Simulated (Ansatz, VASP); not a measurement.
# SiBiS: VASP beside Ansatz

```
Si Bi S
1.0
     3.26108    0.00000    0.00000
     0.00000    3.26108    0.00000
     0.00000    0.00000    7.11290
Si Bi S
1 1 1
Direct
  0.00000 0.00000 0.92760
  0.00000 0.00000 0.54481
  0.50000 0.50000 0.02759
```

Change from the starting cell: the structure that the rattled cell fell into.

Alike in both runs: functional PBE; k mesh 14 × 14 × 8; occupations gaussian, width 0.1 eV; no spin polarisation.

Ansatz relaxed the structure, and its values are those at the end. VASP's run is a single point on that final structure, the one shown.

|  | VASP | Ansatz |
| --- | --- | --- |
| version | VASP 6.6.1 | Ansatz 0.2.0 |
| potentials or method | VASP PAW PBE potentials, release 64 (Si, Bi_d, S), cutoff 520 eV | scalar-relativistic, plane waves, PAW |
| valence electrons in the cell | 25 | 25 |

Ansatz gave:

```
gap on the k mesh at the Fermi level (eV) : none
pressure (GPa)                            : 0.0
```

Which values does VASP return?

gap on the k mesh at the Fermi level (eV): none; pressure (GPa): -0.1.

A gap of «none» marks a metal or a gap that the smearing closes.

Spin-orbit coupling is off throughout.
